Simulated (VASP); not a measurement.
MgH2: single point with PBE

The system is MgH2.

```
Mg H
1.0
     4.51626    0.00000    0.00000
     0.00000    4.51626    0.00000
     0.00000    0.00000    3.01304
Mg H
2 4
Direct
  0.50000 0.50000 0.50000
  0.00000 0.00000 0.00000
  0.69566 0.69566 0.00000
  0.80434 0.19566 0.50000
  0.30434 0.30434 0.00000
  0.19566 0.80434 0.50000
```

```yaml
Program: VASP 6.6.1
Task: single point
Functional: PBE
Potentials_or_basis: VASP PAW PBE potentials, release 64 (Mg, H)
Cutoff: 520 eV
k_mesh: 6 × 6 × 8
Occupations: gaussian, width 0.01 eV
Spin: no spin polarisation
```

```
Pressure               : -0.3 GPa
Band gap on the k mesh : 3.80 eV, indirect (least direct gap 4.55 eV)
```

Forces in eV/Å, atoms in the order of the input:
```
Mg   0.000  0.000  0.000
Mg   0.000  0.000  0.000
H   -0.002 -0.002  0.000
H    0.002 -0.002  0.000
H    0.002  0.002  0.000
H   -0.002  0.002  0.000
```

Stress tensor (GPa, compression positive):
```
-0.24  0.00  0.00
 0.00 -0.24  0.00
 0.00  0.00 -0.33
```

Levels at points of the mesh, in eV from the valence-band top:
| k point | band 1 | band 2 | band 3 | band 4 | band 5 | band 6 | band 7 | band 8 | band 9 |
| --- | --- | --- | --- | --- | --- | --- | --- | --- | --- |
| (0.00, 0.00, 0.00) | -6.42 | -1.45 | -1.45 | -0.44 | 4.74 | 5.01 | 9.15 | 9.15 | 10.98 |
| (0.50, 0.00, 0.00) | -4.81 | -4.81 | -0.51 | -0.51 | 5.33 | 5.33 | 10.06 | 10.06 | 11.73 |
| (0.50, 0.50, 0.00) | -3.74 | -3.74 | -2.72 | -2.72 | 9.03 | 9.03 | 9.18 | 9.18 | 13.17 |
| (0.00, 0.00, 0.50) | -3.00 | -3.00 | -0.08 | -0.08 | 6.30 | 6.30 | 6.81 | 6.81 | 8.86 |
| (0.50, 0.00, 0.50) | -2.26 | -2.26 | -1.07 | -1.07 | 5.17 | 5.17 | 6.81 | 6.81 | 8.69 |
| (0.50, 0.50, 0.50) | -1.87 | -1.87 | -0.93 | -0.93 | 3.85 | 3.85 | 4.19 | 4.19 | 13.00 |

Run time: 16 s on 1 thread of Intel(R) Xeon(R) Platinum 8488C (Sapphire Rapids) (shared host), peak memory 0.19 GiB.

A k mesh can miss the band edges. PBE gaps usually lie below the measured ones, often by a third to a half.
